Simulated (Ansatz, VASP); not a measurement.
# One calculation of Zn12SO2, two programs

```
Zn O S
1.0
     5.32960    0.00000    0.00000
     0.00000    4.94670    0.00000
     0.00000    0.00000   23.38483
Zn O S
12 2 1
Direct
  0.50000 0.75000 0.34210
  0.00000 0.75000 0.34210
  0.75000 0.25000 0.37500
  0.25000 0.25000 0.37500
  0.75000 0.75000 0.44079
  0.25000 0.75000 0.44079
  0.00000 0.25000 0.47369
  0.50000 0.25000 0.47369
  0.00000 0.75000 0.53948
  0.50000 0.75000 0.53948
  0.25000 0.25000 0.57237
  0.75000 0.25000 0.57237
  0.75000 0.91667 0.65362
  0.43769 0.58687 0.65362
  0.68221 0.65462 0.65362
```

Alike in both runs: task single point; functional PBE; k mesh 5 × 6 × 1; occupations fermi-dirac, width 0.05 eV; no spin polarisation.

|  | VASP | Ansatz |
| --- | --- | --- |
| version | VASP 6.6.1 | Ansatz 0.2.0 |
| potentials or method | VASP PAW PBE potentials, release 64 (Zn, O, S) | Ansatz PAW |
| plane-wave cutoff (eV) | 520 | 420 |
| valence electrons in the cell | 162 | 162 |

Ansatz gave:

- gap on the k mesh at the Fermi level (eV): none
- rms of the force components (eV/Å): 2.775

Problem. Estimate VASP's values.

Solution. gap on the k mesh at the Fermi level (eV): none; rms of the force components (eV/Å): 2.512.

A gap of «none» marks a metal or a gap that the smearing closes.
